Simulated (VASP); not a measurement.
# BeS: vibrations by perturbation theory with LDA

BeS:

```
Be S
1.0
     2.41426    2.41426    0.00000
    -2.41426    2.41426    0.00000
     0.00000    2.41426    2.41426
Be S
1 1
Direct
  0.00000 0.00000 0.00000
  0.75000 0.25000 0.50000
```

```yaml
Program: VASP 6.6.1
Task: vibrations by perturbation theory
Functional: LDA
Potentials_or_basis: VASP PAW LDA potentials, release 64 (Be, S)
Cutoff: 520 eV
k_mesh: 8 × 8 × 8
Occupations: gaussian, width 0.01 eV
Spin: no spin polarisation
Dipole_correction: no
Further_INCAR_settings: ALGO = Normal; EDIFF = 1e-08; IBRION = 8; NSW = 1
```

```
Highest phonon frequency at Γ, LO-TO splitting left out : 574 cm⁻¹
```

Phonon frequencies in cm⁻¹ (negative: imaginary):
```csv
q point,frequencies
"(0.000, 0.000, 0.000)",0 0 0 574 574 574
```

It took 74 s on 1 thread of AMD EPYC 7R43 64-Core Processor (Zen 3) (shared host), peak memory 0.15 GiB.

Caveat: the cell wasn't relaxed at this level first, which shifts response properties.
